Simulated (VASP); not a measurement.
**WC (WC type): relaxation of cell and atoms with PBE**

WC (WC type):

```
W C
1.0
     2.58781    0.00000    0.00000
    -1.29391    2.24111    0.00000
     0.00000    0.00000    2.53606
W C
1 1
Direct
  0.00000 0.00000 0.00000
  0.33333 0.66667 0.50000
```

```json
{
 "Program": "VASP 6.6.1",
 "Task": "relaxation of cell and atoms",
 "Functional": "PBE",
 "Potentials or basis": "VASP PAW PBE potentials, release 64 (W_sv, C)",
 "Cutoff": "600 eV",
 "k mesh": "17 × 17 × 15",
 "Occupations": "fermi-dirac, width 0.08 eV",
 "Spin": "no spin polarisation",
 "Target pressure": "280 GPa",
 "Dipole correction": "no",
 "Further INCAR settings": "ALGO = Normal; EDIFF = 1e-07; IBRION = 2; EDIFFG = -0.005; NSW = 60; ISIF = 3"
}
```

```
Relaxed volume                                             : 7.42 Å³/atom
Relaxed cell                                               : a = 2.578 Å, b = 2.578 Å, c = 2.579 Å, α = 90.00°, β = 90.00°, γ = 120.00°
Space group after relaxing (to 0.1 Å)                      : P-6m2 (No. 187)
Energy change on relaxing (the run minimises the enthalpy) : -133.0 meV/atom
Ionic steps                                                : 9
Pressure after relaxing                                    : 280.0 GPa
Band gap on the k mesh                                     : zero (bands 9 and 10 overlap by 2.58 eV)
```

Step by step:
```
step  energy change (eV)  largest force (eV/Å)  pressure (GPa)  volume (Å³)
   1              0.0000                0.0000          294.56        14.71
   2             -1.9991                0.0000          177.57        16.15
   3             -0.4391                0.0000          271.41        14.95
   4             -0.4050                0.0000          273.23        14.93
   5              0.2058                0.0000          301.37        14.60
   6             -0.2673                0.0000          280.00        14.85
   7             -0.2644                0.0000          280.13        14.84
   8             -0.2761                0.0000          279.51        14.85
   9             -0.2661                0.0000          280.05        14.85
```

Final structure:
```yaml
crystal:
  lattice:
    - [2.57790, 0.00000, 0.00000]
    - [-1.28895, 2.23253, 0.00000]
    - [0.00000, 0.00000, 2.57942]
  atoms:
    - { symbol: W, position: [0.00000, 0.00000, 0.00000] }
    - { symbol: C, position: [0.33333, 0.66667, 0.50000] }
```

Levels at points of the mesh, in eV from the Fermi level:
```
           k point  band 7  band 8  band 9  band 10  band 11  band 12
(0.00, 0.00, 0.00)   -5.10   -5.10   -0.21     4.73     4.73     7.28
```

Wall time 3.9 min on 1 thread of Intel(R) Xeon(R) Platinum 8488C (Sapphire Rapids), on a shared host, peak memory 0.21 GiB.

Caveat: the cell is relaxed towards a set pressure, so the run minimises the enthalpy, not the energy; spin-orbit coupling is left out, which moves the levels of the heavy elements.
